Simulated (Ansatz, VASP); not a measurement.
This is a calculation of SiC for VASP 6.6.1.

Contents of INCAR:

```
SYSTEM = SiC
  PREC = Accurate
  ENCUT = 600
  EDIFF = 1E-6
  ISMEAR = -1
  SIGMA = 0.04
  LREAL = .False.
  LASPH = .True.
  NELM = 120
  ALGO = Normal
  ISIF = 2
  LWAVE = .False.
  LCHARG = .False.
  GGA = PE
  NBANDS = 11
  GGA_COMPAT = .False.
```

The input KPOINTS:

```
Automatic mesh
0
Gamma
  7 7 7
  0 0 0
```

POSCAR

```
SiC
1.0
    0.0000000000      2.1790000000      2.1790000000
    2.1790000000      0.0000000000      2.1790000000
    2.1790000000      2.1790000000      0.0000000000
Si C
1 1
Direct
    0.0000000000      0.0000000000      0.0000000000
    0.7500000000      0.7500000000      0.7500000000
```

Potentials or basis: VASP PAW PBE potentials, release 64 (Si, C).

Launch:

```console
$ cat potpaw_PBE.64/Si/POTCAR potpaw_PBE.64/C/POTCAR > POTCAR
$ mpirun -np 1 vasp_std > vasp.out
```

Set up the same calculation for Ansatz 0.2.0. Potentials there: all-electron LAPW, scalar-relativistic.

As run (the cutoff follows the program's own potentials):

The input input.yaml:

```yaml
crystal:
  lattice:
    - [0.0, 2.179, 2.179]
    - [2.179, 0.0, 2.179]
    - [2.179, 2.179, 0.0]
  atoms:
    - { symbol: Si, position: [0.0, 0.0, 0.0] }
    - { symbol: C, position: [0.75, 0.75, 0.75] }
kpoints:
  mp_grid: { grid: [7, 7, 7] }
scf:
  occupations: { method: fermi_dirac, width: 0.04 }
hamiltonian:
  xc: pbe
  pseudopotentials: { kind: all_electron, lapw: { basis_error: 0.002 } }
output:
  forces: true
  stress: true
  eigenvalues: true
```

Potentials or basis: all-electron LAPW, scalar-relativistic.

The run is started by

```console
$ ansatz run input.yaml --threads 1 --pin off --max-ram 3072MiB --backend cpu --events-out ev --progress --plain --runs-dir out
```

Both were run:

|  | VASP | Ansatz | Ansatz less VASP |
| --- | --- | --- | --- |
| gap on the k mesh at the Fermi level (eV) | 1.60 | 1.60 | +0.001 |
| least direct gap on the mesh (eV) | 4.67 | 4.68 | +0.004 |
| pressure (GPa) | 3.1 | 3.3 | +0.21 |

Ansatz ran all-electron here, and VASP with PAW potentials.
